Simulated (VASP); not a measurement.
Here is a VASP 6.6.1 calculation.

INCAR

```
PREC     = Accurate       # precision mode
ENCUT    = 520            # plane-wave cutoff, eV
EDIFF    = 1E-6           # SCF threshold, eV
ISMEAR   = 0              # smearing method
SIGMA    = 0.01           # smearing width, eV
LREAL    = False          # projectors in reciprocal space
LASPH    = True           # aspherical terms in the spheres
NELM     = 80             # most SCF steps
ALGO     = Normal         # electronic algorithm
ISIF     = 2              # what is computed and relaxed
LWAVE    = False          # write WAVECAR
LCHARG   = False          # write CHGCAR
GGA      = PE             # functional
NBANDS   = 20             # bands
```

KPOINTS

```
Automatic mesh
0
Gamma
  6 6 4
```

Contents of POSCAR:

```
SnSe2
1.0
    3.8110000000      0.0000000000      0.0000000000
   -1.9055000000      3.3004200000      0.0000000000
    0.0000000000      0.0000000000      6.1360000000
Sn Se
1 2
Direct
    0.0000000000      0.0000000000      0.0000000000
    0.3333333333      0.6666666667      0.2490000000
    0.6666666667      0.3333333333      0.7510000000
```

Potentials or basis: VASP PAW PBE potentials, release 64 (Sn_d, Se).

Command:

```bash
$ cat potpaw_PBE.64/Sn_d/POTCAR potpaw_PBE.64/Se/POTCAR > POTCAR
$ mpirun -np 1 vasp_std > vasp.out
```

(1) Predict the band gap on the k mesh.

(2) Predict the pressure.

(3) Estimate the largest force.

Results:

(1) 0.82 eV, indirect (least direct gap 1.09 eV).

(2) 5.7 GPa.

(3) 0.796 eV/Å.

Caveat: spin-orbit coupling is left out, which moves the levels of the heavy elements; this functional lacks dispersion, which binds the layers, so the pressure and a relaxed spacing across them are unreliable.
